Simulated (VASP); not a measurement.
# H (Fm-3m) in VASP: further runs

Runs on H. Level: PBE. Tasks: single point, relaxation of cell and atoms.

Everything below comes from runs of VASP 6.6.1. Logs are shortened: lines on timing, memory, paths and dates and some standing lists are left out, and cuts for length are marked.

### 1 The cell of the first run

The structure is cubic, space group Fm-3m (No. 225). The conventional cell has a = 2.283 Å, b = 2.283 Å, c = 2.283 Å, α = 90.00°, β = 90.00°, γ = 90.00°. H (site symmetry m-3m) has 12 H at 1.61 Å within 2.1 Å.

### 2 Single point, PBE

Input file INCAR:

```
PREC = Accurate
ENCUT = 520
EDIFF = 1E-6
ISMEAR = 0
SIGMA = 0.1
LREAL = F
LASPH = T
NELM = 80
ALGO = Normal
ISIF = 2
LWAVE = F
LCHARG = F
GGA = PE
NBANDS = 14
```

Input file KPOINTS:

```
regular mesh
0
Gamma
  8 8 8
```

Input file POSCAR:

```
H
1.0
    0.0000000000      2.2826847766      2.2826847766
    2.2826847766      0.0000000000      2.2826847766
    2.2826847766      2.2826847766      0.0000000000
H
8
Direct
    0.0000000000      0.0000000000      0.0000000000
    0.0000000000      1.0000000000      0.5000000000
    0.0000000000      0.5000000000      1.0000000000
    0.0000000000      0.5000000000      0.5000000000
    0.5000000000      0.0000000000      1.0000000000
    0.5000000000      0.0000000000      0.5000000000
    0.5000000000      0.5000000000      1.0000000000
    0.5000000000      0.5000000000      0.5000000000
```

Potentials or basis: VASP PAW PBE potentials, release 64 (H).

Run with:

```
$ cat potpaw_PBE.64/H/POTCAR > POTCAR
$ mpirun -np 1 vasp_std > vasp.out
```

OUTCAR:

```text
PREC = Accurate
   ENCUT = 520
   EDIFF = 1E-6
   ISMEAR = 0
   LREAL = F
   LASPH = T
   NELM = 80
   ISIF = 2
   GGA = PE

 ion  position               nearest neighbor table
   1  0.000  0.000  0.000-
   2  0.000  0.000  0.500-
   3  0.000  0.500  0.000-
   4  0.000  0.500  0.500-
   5  0.500  0.000  0.000-
   6  0.500  0.000  0.500-
   7  0.500  0.500  0.000-
   8  0.500  0.500  0.500-
[... 6 lines left out ...]
 A1 = (   0.0000000000,   2.2826847766,   2.2826847766)
 A2 = (   2.2826847766,   0.0000000000,   2.2826847766)
 A3 = (   2.2826847766,   2.2826847766,   0.0000000000)

Analysis of symmetry for initial positions (statically):
=====================================================================
 Subroutine PRICEL returns following result:

  LATTYP: Found a face centered cubic cell.
 ALAT       =     2.2826847766

  Lattice vectors:

 A1 = (   0.0000000000,   1.1413423883,   1.1413423883)
 A2 = (   1.1413423883,   0.0000000000,   1.1413423883)
 A3 = (   1.1413423883,   1.1413423883,   0.0000000000)

   8 primitive cells build up your supercell.

 Routine SETGRP: Setting up the symmetry group for a
 face centered cubic supercell.

 Subroutine GETGRP returns: Found 48 space group operations
 (whereof 48 operations were pure point group operations)
 out of a pool of 48 trial point group operations.

The static configuration has the point symmetry O_h .

Analysis of symmetry for dynamics (positions and initial velocities):
=====================================================================
 Subroutine PRICEL returns following result:

  LATTYP: Found a face centered cubic cell.
 ALAT       =     2.2826847766

  Lattice vectors:

 A1 = (   0.0000000000,   1.1413423883,   1.1413423883)
 A2 = (   1.1413423883,   0.0000000000,   1.1413423883)
 A3 = (   1.1413423883,   1.1413423883,   0.0000000000)

   8 primitive cells build up your supercell.

 Routine SETGRP: Setting up the symmetry group for a
 face centered cubic supercell.

 Subroutine GETGRP returns: Found 48 space group operations
 (whereof 48 operations were pure point group operations)
 out of a pool of 48 trial point group operations.

The dynamic configuration has the point symmetry O_h .

 Subroutine INISYM returns: Found 48 space group operations
 (whereof 48 operations are pure point group operations),
 and found     8 'primitive' translations

[... 109 lines left out ...]
   IALGO  =     38    algorithm
   IMIX   =      4    mixing-type and parameters
     AMIX     =   0.40;   BMIX     =  1.00
     AMIX_MAG =   1.60;   BMIX_MAG =  1.00
  volume/ion in A,a.u.               =       2.97        20.07
  Fermi-wavevector in a.u.,A,eV,Ry     =   1.138454  2.151366 17.634210  1.296078
  Thomas-Fermi vector in A             =   2.275159
   LORBIT       =      0    0 simple, 1 ext, 2 COOP (PROOUT), +10 PAW based schemes
   GGA     = PE    functional components
   LHFCALC =     F    Hartree Fock is set to
   AEXX    =    0.0000 exact exchange contribution
   IVDW    =     0    specifies the selected vdW correction
   LEPSILON=     F    determine dielectric tensor
   LRPA    =     F    only Hartree local field effects (RPA)
 non-spin polarized calculation
 Gauss-broadening in eV      SIGMA  =   0.10
  energy-cutoff  :      520.00
  volume of cell :       23.79
 maximum number of plane-waves:       652
   NGX = 13   NGY = 13   NGZ = 13

 number of electron       8.0000000 magnetization

 Free energy of the ion-electron system (eV)
  ---------------------------------------------------
  ext. energy  EPLUGINS =         0.00000000
  ---------------------------------------------------
  free energy    TOTEN  =       -17.21607408 eV

  energy without entropy =      -17.21112331  energy(sigma->0) =      -17.21359870

 E-fermi :   2.8134     XC(G=0): -11.1055

 val. band max:        2.6976965071   @ k =   0.3750   0.1250   0.0000
 cond. band min:       2.8600931241   @ k =   0.5000   0.1250   0.0000
 fundamental gap:      0.1623966170
 Fermi energy:         2.8134154350

 k-point     1 :       0.0000    0.0000    0.0000
  band No.  band energies     occupation
      1     -13.5142      2.00000
      2       3.9654      0.00000
      3       3.9654      0.00000
      4       3.9654      0.00000
      5       3.9654      0.00000
      6      10.3474      0.00000
      7      10.3474      0.00000
      8      10.3474      0.00000
      9      12.3146      0.00000
     10      12.3146      0.00000
     11      12.3146      0.00000
     12      12.3146      0.00000
     13      18.8653      0.00000
     14      18.8653      0.00000
[... 377 lines left out ...]
      1      -7.4303      2.00000
      2      -7.4303      2.00000
      3      -0.6327      2.00000
      4      -0.6327      2.00000
      5       5.6396      0.00000
      6       5.6396      0.00000
      7       9.1776      0.00000
      8       9.1776      0.00000
      9      18.6100      0.00000
     10      18.6100      0.00000
     11      22.0229      0.00000
     12      22.0229      0.00000
     13      28.1986      0.00000
     14      28.1986      0.00000

 [... further k-points ...]

------------------------ aborting loop because EDIFF is reached ----------------------------------------

  FORCE on cell =-STRESS in cart. coord.  units (eV):
  Direction    XX          YY          ZZ          XY          YZ          ZX
  --------------------------------------------------------------------------------------
  -------------------------------------------------------------------------------------
  Total       -0.1430268     -0.1430268     -0.1430268     -0.0000000      0.0000000      0.0000000
  in kB       -9.6329686     -9.6329686     -9.6329686     -0.0000000      0.0000000      0.0000000
  external PRESSURE =      -9.6329686 kB  Pullay stress =       0.0000000 kB

 VOLUME and BASIS-vectors are now :
 -----------------------------------------------------------------------------
  energy-cutoff  :      520.00
  volume of cell :       23.79
      direct lattice vectors                 reciprocal lattice vectors
     0.000000000  2.282684777  2.282684777    -0.219040318  0.219040318  0.219040318
     2.282684777  0.000000000  2.282684777     0.219040318 -0.219040318  0.219040318
     2.282684777  2.282684777  0.000000000     0.219040318  0.219040318 -0.219040318

 POSITION                                       TOTAL-FORCE (eV/Angst)
 -----------------------------------------------------------------------------------
      0.00000      0.00000      0.00000         0.000000      0.000000      0.000000
      1.14134      1.14134      0.00000        -0.000000     -0.000000     -0.000000
      1.14134      0.00000      1.14134        -0.000000      0.000000     -0.000000
      2.28268      1.14134      1.14134        -0.000000     -0.000000     -0.000000
      0.00000      1.14134      1.14134        -0.000000     -0.000000      0.000000
      1.14134      2.28268      1.14134         0.000000      0.000000      0.000000
      1.14134      1.14134      2.28268         0.000000      0.000000     -0.000000
      2.28268      2.28268      2.28268         0.000000     -0.000000      0.000000
 -----------------------------------------------------------------------------------
    total drift:                                0.000000      0.000000      0.000000

  FREE ENERGIE OF THE ION-ELECTRON SYSTEM (eV)
  ---------------------------------------------------
  free  energy   TOTEN  =       -17.2160740847 eV

  energy  without entropy=      -17.2111233110  energy(sigma->0) =      -17.21359870
```

stdout:

```text
POSCAR found type information on POSCAR H
 POSCAR found :  1 types and       8 ions
 scaLAPACK will be used
 LDA part: xc-table for (Slater+PW92), standard interpolation
 POSCAR, INCAR and KPOINTS ok, starting setup
 FFT: planning ... GRIDC
 FFT: planning ... GRID_SOFT
 FFT: planning ... GRID
 WAVECAR not read
 entering main loop
```

Wall time 13 s (1 thread of Oxide Virtual Turin-like, shared host); peak memory 0.09 GiB.

What came out:

```yaml
Free_energy: -17.2161 eV
Pressure: -1.0 GPa
Band_gap_on_the_k_mesh: zero (bands 4 and 5 overlap by 5.20 eV)
```

### 3 Single point, PBE

This run uses another cell than the first one: it holds 1 atom, not 8.

Input file INCAR:

```
SYSTEM = H
ALGO = Normal
EDIFF = 1E-7
ENCUT = 520
GGA = PE
ISIF = 2
ISMEAR = 0
LASPH = .TRUE.
LCHARG = .FALSE.
LREAL = .FALSE.
LWAVE = .FALSE.
NBANDS = 6
NELM = 60
PREC = Accurate
SIGMA = 0.1
```

Input file KPOINTS:

```
k-points
0
G
  40 40 40
  0 0 0
```

Input file POSCAR:

```
H
1.0
    0.0000000000      1.1413423883      1.1413423883
    1.1413423883      0.0000000000      1.1413423883
    1.1413423883      1.1413423883      0.0000000000
H
1
Direct
    0.0000000000      0.0000000000      0.0000000000
```

Potentials or basis: VASP PAW PBE potentials, release 64 (H).

Run with:

```
$ cat potpaw_PBE.64/H/POTCAR > POTCAR
$ mpirun -np 1 vasp_std > vasp.out
```

Wall time 30 s (1 thread of Oxide Virtual Turin-like, shared host); peak memory 0.09 GiB.

It converged, with:

```yaml
Free_energy: -2.1470 eV
Pressure: -0.7 GPa
Band_gap_on_the_k_mesh: zero (an odd number of electrons rules out a gap without spin polarisation)
```

Levels at points of the mesh, in eV from the Fermi level:
| k point | band 1 | band 2 |
| --- | --- | --- |
| (0.00, 0.00, 0.00) | -16.45 | 55.29 |
| (0.50, 0.00, 0.00) | 1.03 | 9.38 |
| (0.50, 0.50, 0.00) | 7.41 | 15.93 |

### 4 Relaxation of cell and atoms, PBE

This run uses another cell than the first one: it holds 1 atom, not 8.

Input file INCAR:

```
ALGO = Normal ; EDIFF = 1E-6
EDIFFG = -0.01 ; ENCUT = 600
GGA = PE ; IBRION = 2
ISIF = 3 ; ISMEAR = 0
LASPH = True ; LCHARG = False
LREAL = False ; LWAVE = False
NELM = 60 ; NSW = 100
PREC = Accurate ; SIGMA = 0.1
```

Input file KPOINTS:

```
k-points
0
Gamma
  40 40 40
```

Input file POSCAR:

```
H
1.0
    0.0000000000      1.1397638572      1.1397638572
    1.1397638572      0.0000000000      1.1397638572
    1.1397638572      1.1397638572      0.0000000000
H
1
Direct
    0.0000000000      0.0000000000      0.0000000000
```

Run with:

```
$ cat potpaw_PBE.64/H/POTCAR > POTCAR
$ mpirun -np 1 vasp_std > vasp.out
```

Run time: 26 s. Hardware: 1 thread of Oxide Virtual Turin-like, shared host; peak memory 0.09 GiB.

The run converged. Its results:

```
Free energy             : -2.1469 eV
Pressure after relaxing : 0.0 GPa
Band gap on the k mesh  : zero (an odd number of electrons rules out a gap without spin polarisation)
```

Final structure:
```xyz
1
Lattice="0.0000 1.1398 1.1398 1.1398 0.0000 1.1398 1.1398 1.1398 0.0000" Properties=species:S:1:pos:R:3 pbc="T T T"
H     0.0000    0.0000    0.0000
```

Levels at points of the mesh, in eV from the Fermi level:
| k point | band 1 | band 2 |
| --- | --- | --- |
| (0.00, 0.00, 0.00) | -16.50 | 55.45 |
| (0.50, 0.00, 0.00) | 1.04 | 9.39 |
| (0.50, 0.50, 0.00) | 7.44 | 15.96 |

Caveat: the relaxation stopped at its first step, so nothing moved.

### 5 The runs side by side

```tsv
task	cell	k mesh	cutoff (eV)	gap on the mesh (eV)	pressure (GPa)
single point	a = 3.228 Å, angles 60.0°, 8 atoms, atomic positions A	8 × 8 × 8	520	none	-1.0
single point	a = 1.614 Å, angles 60.0°, 1 atom, atomic positions B	40 × 40 × 40	520	none	-0.7
relaxation of cell and atoms	relaxed from a = 1.612 Å, angles 60.0°, 1 atom, atomic positions B	40 × 40 × 40	600	none	0.0
```

Alike in all rows: level PBE; potentials or basis VASP PAW PBE potentials, release 64 (H); no spin polarisation; smearing gaussian 0.1 eV.

Caveats: the relaxation stopped at its first step, so nothing moved (at least some runs).

Absolute energies hang on the potentials; compare differences alone.
